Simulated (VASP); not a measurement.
Write the native input for VASP 6.6.1 that does the following.

```
Task                   : relaxation of cell and atoms
Functional             : PBEsol
Potentials or basis    : VASP PAW PBE potentials, release 64 (Au)
Cutoff                 : 600 eV
k mesh                 : 10 × 10 × 10
Occupations            : gaussian, width 0.1 eV
Spin                   : no spin polarisation
Dipole correction      : no
Further INCAR settings : ALGO = Normal; EDIFF = 1e-06; IBRION = 2; EDIFFG = -0.05; NSW = 80; ISIF = 3
```

The structure of Au lies in POSCAR:

```
Au
1.0
   -1.4744715401      1.4744715401      1.3876571783
    1.4744715401     -1.4744715401      1.3876571783
    1.4744715401      1.4744715401     -1.3876571783
Au
1
Direct
    0.0000000000      0.0000000000      0.0000000000
```

One way to write it, as run:

INCAR

```
PREC     = Accurate       # precision mode
ENCUT    = 600            # plane-wave cutoff, eV
EDIFF    = 1E-6           # SCF threshold, eV
ISMEAR   = 0              # smearing method
SIGMA    = 0.1            # smearing width, eV
LREAL    = F              # projectors in reciprocal space
LASPH    = T              # aspherical terms in the spheres
NELM     = 100            # most SCF steps
ALGO     = Normal         # electronic algorithm
ISIF     = 3              # what is computed and relaxed
LWAVE    = F              # write WAVECAR
LCHARG   = F              # write CHGCAR
GGA      = PS             # functional
IBRION   = 2              # ionic algorithm
NSW      = 80             # ionic steps
EDIFFG   = -0.05          # ionic threshold
```

KPOINTS

```
regular mesh
0
Gamma
  10 10 10
```

Potentials or basis: VASP PAW PBE potentials, release 64 (Au).

Command:

```sh
$ cat potpaw_PBE.64/Au/POTCAR > POTCAR
$ mpirun -np 1 vasp_std > vasp.out
```

It gave:

* Relaxed volume: 17.03 Å³/atom
* Relaxed cell: a = 2.816 Å, b = 2.816 Å, c = 2.816 Å, α = 106.33°, β = 106.33°, γ = 115.95°
* Space group after relaxing (to 0.1 Å): I4/mmm (No. 139)
* Pressure after relaxing: 0.0 GPa
* Band gap on the k mesh: zero (an odd number of electrons rules out a gap without spin polarisation)

Caveat: the volume moved by over 15 % at a fixed basis, so the end points are rough; the PAW data sets were made with another functional, which shifts forces and pressure a little; spin-orbit coupling is left out, which moves the levels of the heavy elements.

Wall time 2.4 min on 1 thread of Intel Xeon 8259CL, with other jobs on the host, peak memory 0.15 GiB.
